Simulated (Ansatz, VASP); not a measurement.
**Ag in VASP and in Ansatz**

```
Ag
1.0
    -1.65565    1.73322    1.73322
     1.65565   -1.57809    1.57809
     1.65565    1.57809   -1.57809
Ag
1
Cartesian
  0.0000 0.0000 0.0000
```

Change from the starting cell: strain +0.0937 x Voigt [0, 0, 0, 1, 0, 0], atoms carried along.

Alike in both runs: task single point; functional PBE; k mesh 20 × 20 × 20; occupations gaussian, width 0.15 eV; no spin polarisation.

|  | VASP | Ansatz |
| --- | --- | --- |
| version | VASP 6.6.1 | Ansatz 0.2.0 |
| potentials or method | VASP PAW PBE potentials, release 64 (Ag), cutoff 520 eV | scalar-relativistic, plane waves, PAW |
| valence electrons in the cell | 11 | 19 |

```tsv
	VASP	Ansatz	Ansatz less VASP
gap on the k mesh at the Fermi level (eV)	none	none	-
pressure (GPa)	0.1	0.2	+0.07
traceless stress, the component that is largest in VASP (GPa)	-4.51	-4.54	-0.034
```

A gap of «none» marks a metal or a gap that the smearing closes. With one functional, cell and mesh, what is left measures potentials, basis and numerics. VASP's potentials hold 11 valence electrons a cell and Ansatz's 19, so a difference there can come from the potentials and not from the codes.
